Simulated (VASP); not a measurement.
Runs of VASP 6.6.1 on O. The structure is that of space group C2/m (No. 12), or close to it. The cells are those of the table. 

| cell | gap on the mesh (eV) | pressure (GPa) | moment (μB) | largest force (eV/Å) |
| --- | --- | --- | --- | --- |
| a = 3.064, b = 3.064, c = 4.050 Å, angles 118.3, 118.3, 60.5°, 2 atoms | 0.74 | (b) | 2.00 | 10.19 |
| a = 2.958, b = 2.958, c = 3.910 Å, angles 118.3, 118.3, 60.5°, 2 atoms | (a) | 45.3 | 2.00 | 16.66 |
| a = 3.127, b = 3.127, c = 4.133 Å, angles 118.3, 118.3, 60.5°, 2 atoms | (c) | 17.7 | 2.00 | 7.10 |
| a = 3.187, b = 3.187, c = 4.212 Å, angles 118.3, 118.3, 60.5°, 2 atoms | 1.06 | 11.2 | 2.00 | 4.57 |

Alike in all rows: task single point; level PBE; potentials or basis VASP PAW PBE potentials, release 64 (O); spin collinear, ferromagnetic start; k mesh 10 × 10 × 8; cutoff (eV) 520; smearing fermi-dirac 0.05 eV.

Q: Estimate the missing entries.

A: (a) 0.40; (b) 26.1; (c) 0.92.

Caveats: the standard files for N, O and F lose accuracy on very short bonds; this functional lacks dispersion, which holds the molecules together, so the pressure and a relaxed volume are unreliable; forces of over 1 eV/Å act on the atoms, so gaps and moduli don't describe the material at rest; the stress differs along the axes, from 4 to 61 GPa (at least some runs); the stress differs along the axes, from 7 to 107 GPa (at least some runs); the stress differs along the axes, from 3 to 41 GPa (at least some runs); the stress differs along the axes, from 2 to 26 GPa (at least some runs).

A k mesh can miss the band edges.
